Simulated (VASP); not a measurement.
A run of VASP 6.6.1 is set up as follows.

Contents of POSCAR:

```
C
1.0
    2.4885499956      0.0000000000      0.0000000000
   -1.2442749978      2.1551475148      0.0000000000
    0.0000000000      0.0000000000     24.4515486963
C
4
Direct
    0.6666666667      0.3333333333      0.5704754400
    0.3333333333      0.6666666667      0.4295245600
    0.0000000000      0.0000000000      0.4295312300
    0.0000000000      0.0000000000      0.5704687700
```

File INCAR.step1:

```
  PREC = Accurate
  ENCUT = 520
  ISMEAR = -1
  SIGMA = 0.05
  LREAL = F
  LASPH = T
  NELM = 100
  NBANDS = 16
  GGA = PE
  ALGO = Normal
  EDIFF = 1E-4
  LWAVE = T
  LCHARG = F
```

Contents of INCAR.step2:

```
  PREC = Accurate
  ENCUT = 520
  EDIFF = 1E-6
  ISMEAR = -1
  SIGMA = 0.05
  LREAL = F
  LASPH = T
  NELM = 100
  ALGO = Normal
  ISIF = 2
  LWAVE = F
  LCHARG = T
  METAGGA = R2SCAN
  LMIXTAU = T
  LELF = T
  LVHAR = T
  NBANDS = 16
  ISTART = 1
```

The input KPOINTS:

```
regular mesh
0
Gamma
  12 12 2
```

Potentials or basis: VASP PAW PBE potentials, release 64 (C).

Run with:

```console
$ cat potpaw_PBE.64/C/POTCAR > POTCAR
$ cp INCAR.step1 INCAR
$ mpirun -np 1 vasp_std > vasp.out
$ cp INCAR.step2 INCAR
$ mpirun -np 1 vasp_std > vasp.out
```

Question: What does it give for the largest force?

Answer: 0.012 eV/Å.

Question: Predict the band gap on the k mesh.

Answer: Zero (filled and empty bands touch).

Forces on the atoms (eV/Å):
```
C    0.000  0.000  0.012
C    0.000  0.000 -0.012
C    0.000  0.000 -0.002
C    0.000  0.000  0.002
```

Caveat: the PAW data sets were made with another functional, which shifts forces and pressure a little.
